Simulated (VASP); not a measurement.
# Ni2O5 (cubic X2O5 type) (Pn-3m) in VASP: notebook

The runs below take Ni2O5 (cubic X2O5 type) through single point, with PBE.

All numbers are computed with VASP 6.6.1; they aren't measurements. Logs are shortened: lines on timing, memory, paths and dates and some standing lists are left out, and cuts for length are marked.

## (1) The cell of the first run

It takes space group Pn-3m (No. 224, cubic). Conventional cell: a = 4.919 Å, b = 4.919 Å, c = 4.919 Å, α = 90.00°, β = 90.00°, γ = 90.00°. Ni (site symmetry -3m) has 12 O at 2.13 to 2.46 Å within 2.8 Å. O (site symmetry -3m) has 6 O at 2.13 Å and 6 Ni at 2.46 Å within 2.8 Å. O (site symmetry -42m) has 4 Ni at 2.13 Å and 8 O at 2.13 to 2.46 Å within 2.8 Å.

## (2) Single point, PBE

Contents of INCAR:

```
ALGO = Normal
EDIFF = 1E-6
ENCUT = 520
GGA = PE
ISIF = 2
ISMEAR = -1
KPAR = 4
LASPH = T
LCHARG = F
LREAL = F
LWAVE = F
NBANDS = 63
NELM = 100
PREC = Accurate
SIGMA = 0.06122561905347299
```

Contents of KPOINTS:

```
k-points
0
Gamma
  22 22 22
```

Contents of POSCAR:

```
Ni2O5
1.0
    4.9186008691      0.0000000000      0.0000000000
    0.0000000000      4.9186008691      0.0000000000
    0.0000000000      0.0000000000      4.9186008691
Ni O
4 10
Direct
    0.0000000000      0.0000000000      0.0000000000
    0.5000000000      0.5000000000      0.0000000000
    0.5000000000      0.0000000000      0.5000000000
    0.0000000000      0.5000000000      0.5000000000
    0.5000000000      0.0000000000      0.0000000000
    0.0000000000      0.5000000000      0.0000000000
    0.0000000000      0.0000000000      0.5000000000
    0.5000000000      0.5000000000      0.5000000000
    0.7500000000      0.7500000000      0.2500000000
    0.7500000000      0.2500000000      0.7500000000
    0.2500000000      0.7500000000      0.7500000000
    0.7500000000      0.2500000000      0.2500000000
    0.2500000000      0.7500000000      0.2500000000
    0.2500000000      0.2500000000      0.7500000000
```

Potentials or basis: VASP PAW PBE potentials, release 64 (Ni, O).

The run is started by

```console
$ cat potpaw_PBE.64/Ni/POTCAR potpaw_PBE.64/O/POTCAR > POTCAR
$ mpirun -np 4 vasp_std > vasp.out
```

OUTCAR:

```text
EDIFF = 1E-6
   ENCUT = 520
   GGA = PE
   ISIF = 2
   ISMEAR = -1
   LASPH = T
   LREAL = F
   NELM = 100
   PREC = Accurate

 ion  position               nearest neighbor table
   1  0.000  0.000  0.000-   9 2.13  10 2.13  11 2.13  12 2.13  13 2.13  14 2.13   5 2.46   6 2.46
                             7 2.46   7 2.46   6 2.46   5 2.46
   2  0.500  0.500  0.000-   9 2.13  10 2.13  11 2.13  12 2.13  13 2.13  14 2.13   5 2.46   6 2.46
                             8 2.46   8 2.46   5 2.46   6 2.46
   3  0.500  0.000  0.500-   9 2.13  10 2.13  11 2.13  12 2.13  13 2.13  14 2.13   5 2.46   7 2.46
                             8 2.46   5 2.46   8 2.46   7 2.46
   4  0.000  0.500  0.500-   9 2.13  10 2.13  11 2.13  12 2.13  13 2.13  14 2.13   6 2.46   7 2.46
                             8 2.46   6 2.46   7 2.46   8 2.46
   5  0.500  0.000  0.000-   1 2.46   2 2.46   3 2.46   3 2.46   2 2.46   1 2.46
   6  0.000  0.500  0.000-   1 2.46   2 2.46   4 2.46   4 2.46   1 2.46   2 2.46
   7  0.000  0.000  0.500-   1 2.46   3 2.46   4 2.46   1 2.46   4 2.46   3 2.46
   8  0.500  0.500  0.500-   2 2.46   3 2.46   4 2.46   2 2.46   3 2.46   4 2.46
   9  0.750  0.750  0.250-   1 2.13   2 2.13   3 2.13   4 2.13
  10  0.750  0.250  0.750-   1 2.13   2 2.13   3 2.13   4 2.13
  11  0.250  0.750  0.750-   1 2.13   2 2.13   3 2.13   4 2.13
  12  0.750  0.250  0.250-   1 2.13   2 2.13   3 2.13   4 2.13
  13  0.250  0.750  0.250-   1 2.13   2 2.13   3 2.13   4 2.13
  14  0.250  0.250  0.750-   1 2.13   2 2.13   3 2.13   4 2.13

  LATTYP: Found a simple cubic cell.
 ALAT       =     4.9186008691

  Lattice vectors:

 A1 = (   4.9186008691,   0.0000000000,   0.0000000000)
 A2 = (   0.0000000000,   4.9186008691,   0.0000000000)
 A3 = (   0.0000000000,   0.0000000000,   4.9186008691)

Analysis of symmetry for initial positions (statically):
=====================================================================
 Subroutine PRICEL returns:
 Original cell was already a primitive cell.

 Routine SETGRP: Setting up the symmetry group for a
 simple cubic supercell.

 Subroutine GETGRP returns: Found 48 space group operations
 (whereof 12 operations were pure point group operations)
 out of a pool of 48 trial point group operations.

The static configuration has the point symmetry D_3d.
 The point group associated with its full space group is O_h .

Analysis of symmetry for dynamics (positions and initial velocities):
=====================================================================
 Subroutine PRICEL returns:
 Original cell was already a primitive cell.

 Routine SETGRP: Setting up the symmetry group for a
 simple cubic supercell.

 Subroutine GETGRP returns: Found 48 space group operations
 (whereof 12 operations were pure point group operations)
 out of a pool of 48 trial point group operations.

The dynamic configuration has the point symmetry D_3d.
 The point group associated with its full space group is O_h .

 Subroutine INISYM returns: Found 48 space group operations
 (whereof 12 operations are pure point group operations),
 and found     1 'primitive' translations

----------------------------------------------------------------------------------------

                                     Primitive cell

  volume of cell :     118.9939

  direct lattice vectors                    reciprocal lattice vectors
     4.918600869  0.000000000  0.000000000     0.203309849  0.000000000  0.000000000
     0.000000000  4.918600869  0.000000000     0.000000000  0.203309849  0.000000000
     0.000000000  0.000000000  4.918600869     0.000000000  0.000000000  0.203309849

  length of vectors
     4.918600869  4.918600869  4.918600869     0.203309849  0.203309849  0.203309849

  position of ions in fractional coordinates (direct lattice)
     0.000000000  0.000000000  0.000000000
     0.500000000  0.500000000  0.000000000
     0.500000000  0.000000000  0.500000000
     0.000000000  0.500000000  0.500000000
     0.500000000  0.000000000  0.000000000
     0.000000000  0.500000000  0.000000000
     0.000000000  0.000000000  0.500000000
     0.500000000  0.500000000  0.500000000
     0.750000000  0.750000000  0.250000000
     0.750000000  0.250000000  0.750000000
     0.250000000  0.750000000  0.750000000
     0.750000000  0.250000000  0.250000000
     0.250000000  0.750000000  0.250000000
     0.250000000  0.250000000  0.750000000

  ion indices of the primitive-cell ions
   primitive index   ion index
                 1           1
                 2           2
                 3           3
                 4           4
                 5           5
                 6           6
                 7           7
                 8           8
                 9           9
                10          10
                11          11
                12          12
                13          13
                14          14

----------------------------------------------------------------------------------------

 KPOINTS: k-points

Automatic generation of k-mesh.
 Grid dimensions read from file:
 generate k-points for:   22   22   22

 Generating k-lattice:

  Cartesian coordinates                     Fractional coordinates (reciprocal lattice)
     0.009241357  0.000000000  0.000000000     0.045454545  0.000000000  0.000000000
     0.000000000  0.009241357  0.000000000     0.000000000  0.045454545  0.000000000
     0.000000000  0.000000000  0.009241357     0.000000000  0.000000000  0.045454545

  Length of vectors
     0.009241357  0.009241357  0.009241357

  Shift w.r.t. Gamma in fractional coordinates (k-lattice)
     0.000000000  0.000000000  0.000000000

 Subroutine IBZKPT returns following result:
 ===========================================

 Found    364 irreducible k-points:

 Following reciprocal coordinates:
            Coordinates               Weight
  0.000000  0.000000  0.000000      1.000000
  0.045455  0.000000  0.000000      6.000000
  0.090909  0.000000  0.000000      6.000000
  0.136364  0.000000  0.000000      6.000000
  0.181818  0.000000  0.000000      6.000000
  0.227273  0.000000  0.000000      6.000000
[... 16 lines left out ...]
  0.500000  0.045455  0.000000     12.000000
  0.090909  0.090909  0.000000     12.000000
 [... further k-points ...]
   k-points           NKPTS =    364   k-points in BZ     NKDIM =    364   number of bands    NBANDS=     63
   number of dos      NEDOS =    301   number of ions     NIONS =     14
   total plane-waves  NPLWV =  64000
   dimension x,y,z NGX =    40 NGY =   40 NGZ =   40
   dimension x,y,z NGXF=    80 NGYF=   80 NGZF=   80
   ions per type =               4  10
   NGX,Y,Z   is equivalent  to a cutoff of  13.52, 13.52, 13.52 a.u.
   NGXF,Y,Z  is equivalent  to a cutoff of  27.04, 27.04, 27.04 a.u.
 SYSTEM =  unknown system
   PREC   = accura    normal or accurate (medium, high low for compatibility)
   ISTART =      0    job   : 0-new  1-cont  2-samecut
   ICHARG =      2    charge: 1-file 2-atom 10-const
   ISPIN  =      1    spin polarized calculation?
   LNONCOLLINEAR =      F non collinear calculations
   LSORBIT =      F    spin-orbit coupling
   LASPH  =      T    aspherical Exc in radial PAW
   ENCUT  =  520.0 eV  38.22 Ry    6.18 a.u.   9.15  9.15  9.15*2*pi/ulx,y,z
   NELM   =    100;   NELMIN=  2; NELMDL= -5     # of ELM steps
   EDIFF  = 0.1E-05   stopping-criterion for ELM
   LREAL  =      F    real-space projection
   EDIFFG = 0.1E-04   stopping-criterion for IOM
   NSW    =      0    number of steps for IOM
   IBRION =     -1    ionic relax: 0-MD 1-quasi-New 2-CG
   NFREE  =      0    steps in history (QN), initial steepest desc. (CG)
   ISIF   =      2    stress and relaxation
   ISYM   =      2    0-nonsym 1-usesym 2-fastsym
   POTIM  = 0.5000    time-step for ionic-motion
   TEBEG  =    0.0;   TEEND  =   0.0 temperature during run
   PSTRESS=    0.0 pullay stress
   NELECT =     100.0000    total number of electrons
   NUPDOWN=      -1.0000    fix difference up-down
   EMIN   =  10.00;   EMAX   =-10.00  energy-range for DOS
   EFERMI =   0.00;   METHOD = LEGACY
   ISMEAR =    -1;   SIGMA  =   0.06  broadening in eV -4-tet -1-fermi 0-gaus
   EFERMI_NEDOS =   21; number of points for ismear=-14 and -15
   IALGO  =     38    algorithm
   IMIX   =      4    mixing-type and parameters
     AMIX     =   0.40;   BMIX     =  1.00
     AMIX_MAG =   1.60;   BMIX_MAG =  1.00
  volume/ion in A,a.u.               =       8.50        57.36
  Fermi-wavevector in a.u.,A,eV,Ry     =   1.544898  2.919435 32.473174  2.386711
  Thomas-Fermi vector in A             =   2.650354
   LORBIT       =      0    0 simple, 1 ext, 2 COOP (PROOUT), +10 PAW based schemes
   GGA     = PE    functional components
   LHFCALC =     F    Hartree Fock is set to
   AEXX    =    0.0000 exact exchange contribution
   IVDW    =     0    specifies the selected vdW correction
   LEPSILON=     F    determine dielectric tensor
   LRPA    =     F    only Hartree local field effects (RPA)
 non-spin polarized calculation
  energy-cutoff  :      520.00
  volume of cell :      118.99
 maximum number of plane-waves:      3226
 NGX is ok and might be reduce to    40
   NGX = 19   NGY = 19   NGZ = 19

 number of electron     100.0000000 magnetization

 number of electron      99.9999898 magnetization

 Free energy of the ion-electron system (eV)
  ---------------------------------------------------
  ext. energy  EPLUGINS =         0.00000000
  ---------------------------------------------------
  free energy    TOTEN  =       -60.18080183 eV

  energy without entropy =      -60.03098983  energy(sigma->0) =      -60.10589583

 E-fermi :   5.6675     XC(G=0): -12.4729

 val. band max:        5.6671281689   @ k =   0.2273   0.1818   0.0455
 cond. band min:       5.6675083849   @ k =   0.5000   0.2273   0.1818
 fundamental gap:      0.0003802161
 Fermi energy:         5.6675015279

 k-point     1 :       0.0000    0.0000    0.0000
  band No.  band energies     occupation
      1     -15.5989      2.00000
      2     -13.2425      2.00000
      3     -13.2425      2.00000
      4     -12.2535      2.00000
      5     -12.2535      2.00000
      6     -12.2535      2.00000
[... 54 lines left out ...]
     61      10.3083      0.00000
     62      13.7183      0.00000

 k-point     2 :       0.0455    0.0000    0.0000
  band No.  band energies     occupation
      1     -15.5917      2.00000
      2     -13.2786      2.00000
      3     -13.2376      2.00000
      4     -12.2529      2.00000
      5     -12.2529      2.00000
      6     -12.2264      2.00000
[... 54 lines left out ...]
     61      10.3331      0.00000
     62      13.6589      0.00000

 k-point     3 :       0.0909    0.0000    0.0000
  band No.  band energies     occupation
      1     -15.5702      2.00000
      2     -13.3748      2.00000
      3     -13.2228      2.00000
      4     -12.2511      2.00000
      5     -12.2511      2.00000
      6     -12.1595      2.00000
[... 1354 lines left out ...]
     61      12.2929      0.00000
     62      12.2929      0.00000

 k-point    24 :       0.0909    0.0909    0.0000
  band No.  band energies     occupation
      1     -15.5418      2.00000
      2     -13.4162      2.00000
      3     -13.2855      2.00000
      4     -12.2709      2.00000
      5     -12.2572      2.00000
      6     -12.1017      2.00000
[... 54 lines left out ...]
     61      10.4995      0.00000
     62      13.5497      0.00000

 [... further k-points ...]

 [bands above 62 left out]

------------------------ aborting loop because EDIFF is reached ----------------------------------------

  FORCE on cell =-STRESS in cart. coord.  units (eV):
  Direction    XX          YY          ZZ          XY          YZ          ZX
  --------------------------------------------------------------------------------------
  -------------------------------------------------------------------------------------
  Total        2.7222517      2.7222517      2.7222517      0.0000000     -0.0000000     -0.0000000
  in kB       36.6533871     36.6533871     36.6533871      0.0000000     -0.0000000     -0.0000000
  external PRESSURE =      36.6533871 kB  Pullay stress =       0.0000000 kB

 VOLUME and BASIS-vectors are now :
 -----------------------------------------------------------------------------
  energy-cutoff  :      520.00
  volume of cell :      118.99
      direct lattice vectors                 reciprocal lattice vectors
     4.918600869  0.000000000  0.000000000     0.203309849  0.000000000  0.000000000
     0.000000000  4.918600869  0.000000000     0.000000000  0.203309849  0.000000000
     0.000000000  0.000000000  4.918600869     0.000000000  0.000000000  0.203309849

 POSITION                                       TOTAL-FORCE (eV/Angst)
 -----------------------------------------------------------------------------------
      0.00000      0.00000      0.00000         0.000000      0.000000      0.000000
      2.45930      2.45930      0.00000         0.000000      0.000000      0.000000
      2.45930      0.00000      2.45930         0.000000      0.000000      0.000000
      0.00000      2.45930      2.45930         0.000000      0.000000      0.000000
      2.45930      0.00000      0.00000         0.000000      0.000000      0.000000
      0.00000      2.45930      0.00000         0.000000      0.000000      0.000000
      0.00000      0.00000      2.45930         0.000000      0.000000      0.000000
      2.45930      2.45930      2.45930         0.000000      0.000000      0.000000
      3.68895      3.68895      1.22965         0.000000      0.000000     -0.000000
      3.68895      1.22965      3.68895         0.000000     -0.000000      0.000000
      1.22965      3.68895      3.68895        -0.000000      0.000000     -0.000000
      3.68895      1.22965      1.22965        -0.000000     -0.000000      0.000000
      1.22965      3.68895      1.22965        -0.000000      0.000000     -0.000000
      1.22965      1.22965      3.68895        -0.000000     -0.000000     -0.000000
 -----------------------------------------------------------------------------------
    total drift:                               -0.000000      0.000000     -0.000000

  FREE ENERGIE OF THE ION-ELECTRON SYSTEM (eV)
  ---------------------------------------------------
  free  energy   TOTEN  =       -60.1808018285 eV

  energy  without entropy=      -60.0309898295  energy(sigma->0) =      -60.10589583
```

It took 15 min on 4 MPI ranks of Intel Xeon Platinum 8488C (Sapphire Rapids), shared host; peak memory 1.6 GiB.

What came out:

```
Free energy            : -60.1808 eV
Pressure               : 3.7 GPa
Band gap on the k mesh : zero (bands 50 and 51 overlap by 0.43 eV)
```

Caveat: the cell stands under pressure; the run has no spin polarisation, though such a crystal can be magnetic; semilocal functionals often make such compounds metallic where correlation or magnetic order opens a gap, which also shifts bond lengths.

(Part 1 of 2 ends here.)
